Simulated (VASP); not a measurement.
Here is a VASP 6.6.1 calculation.

The input INCAR:

```
SYSTEM = W
ALGO     = Normal         ! electronic algorithm
EDIFF    = 1E-7           ! SCF threshold, eV
ENCUT    = 520            ! plane-wave cutoff, eV
GGA      = PE             ! functional
ISIF     = 2              ! what is computed and relaxed
ISMEAR   = 0              ! smearing method
LASPH    = .TRUE.         ! aspherical terms in the spheres
LCHARG   = .FALSE.        ! write CHGCAR
LREAL    = .FALSE.        ! projectors in reciprocal space
LWAVE    = .FALSE.        ! write WAVECAR
NBANDS   = 13             ! bands
NELM     = 100            ! most SCF steps
PREC     = Accurate       ! precision mode
SIGMA    = 0.1            ! smearing width, eV
```

File KPOINTS:

```
k-points
0
G
  18 18 18
  0 0 0
```

Contents of POSCAR:

```
W
1.0
   -1.5786601914      1.5786601914      1.5786601914
    1.5786601914     -1.5786601914      1.5786601914
    1.5786601914      1.5786601914     -1.5786601914
W
1
Direct
    0.0000000000      0.0000000000      0.0000000000
```

Potentials or basis: VASP PAW PBE potentials, release 64 (W_sv).

The run is started by

```bash
$ cat potpaw_PBE.64/W_sv/POTCAR > POTCAR
$ mpirun -np 1 vasp_std > vasp.out
```

**Question.** Predict the pressure.

**Answer.** 8.6 GPa.

**Question.** Predict the band gap on the k mesh.

**Answer.** Zero (band 7 reaches 16.77 eV, above the bottom of band 8 at 10.31 eV).

Caveat: spin-orbit coupling is left out, which moves the levels of the heavy elements.
